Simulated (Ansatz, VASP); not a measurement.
GePdF4 in VASP and in Ansatz

File INCAR:

```
  ALGO = Normal
  EDIFF = 1E-6
  EDIFFG = -0.01
  ENCUT = 600
  GGA = PE
  IBRION = 2
  ISIF = 3
  ISMEAR = 0
  LASPH = T
  LCHARG = F
  LREAL = F
  LWAVE = F
  NELM = 100
  NSW = 100
  PREC = Accurate
  SIGMA = 0.1
```

The input KPOINTS:

```
k-points
0
Gamma
  10 10 10
```

Contents of POSCAR:

```
GePdF4
1.0
    0.0000000000      3.3142867800      3.3142867800
    3.3142867800      0.0000000000      3.3142867800
    3.3142867800      3.3142867800      0.0000000000
Ge Pd F
1 1 4
Direct
    0.0000000000      0.0000000000      0.0000000000
    0.7500000000      0.7500000000      0.7500000000
    0.8714018200      0.3761993900      0.3761993900
    0.3761993900      0.3761993900      0.3761993900
    0.3761993900      0.8714018200      0.3761993900
    0.3761993900      0.3761993900      0.8714018200
```

Input for Ansatz:

```yaml
crystal:
  lattice:
    - [0.0, 3.31428678, 3.31428678]
    - [3.31428678, 0.0, 3.31428678]
    - [3.31428678, 3.31428678, 0.0]
  atoms:
    - { symbol: Ge, position: [0.0, 0.0, 0.0] }
    - { symbol: Pd, position: [0.75, 0.75, 0.75] }
    - { symbol: F, position: [0.87140182, 0.37619939, 0.37619939] }
    - { symbol: F, position: [0.37619939, 0.37619939, 0.37619939] }
    - { symbol: F, position: [0.37619939, 0.87140182, 0.37619939] }
    - { symbol: F, position: [0.37619939, 0.37619939, 0.87140182] }
basis:
  ecutwfc: 420
kpoints:
  mp_grid: { grid: [10, 10, 10] }
hamiltonian:
  xc: pbe
scf:
  occupations: { method: gaussian, width: 0.1 }
output:
  forces: true
  stress: true
  eigenvalues: true
  write_density: true
  write_potential: true
  elf: true
  volumetric_format: npy
relax:
  adjacent_minimum: "off"
  f_tol: 0.01
  max_steps: 80
  cell: { stress_tol: 0.05 }
```

Change from the starting cell: species swapped into the TbCu4Au type (F-43m, No. 216).

Alike in both runs: task relaxation of cell and atoms; functional PBE; k mesh 10 × 10 × 10; occupations gaussian, width 0.1 eV; no spin polarisation.

```csv
,VASP,Ansatz
version,VASP 6.6.1,Ansatz 0.2.0
potentials or method,"VASP PAW PBE potentials, release 64 (Ge_d, Pd, F), cutoff 600 eV","scalar-relativistic, plane waves, PAW"
valence electrons in the cell,52,60
```

```csv
,VASP,Ansatz,Ansatz less VASP
"gap on the k mesh at the Fermi level, each at its own relaxed structure (eV)",none,none,-
relaxed volume (Å³/atom),11.80,11.86,+0.057
relaxed cell length with the largest relative difference (Å),4.643,4.651,+0.0074
```

A gap of «none» marks a metal or a gap that the smearing closes. VASP's potentials hold 52 valence electrons a cell and Ansatz's 60, so a difference there can come from the potentials and not from the codes.
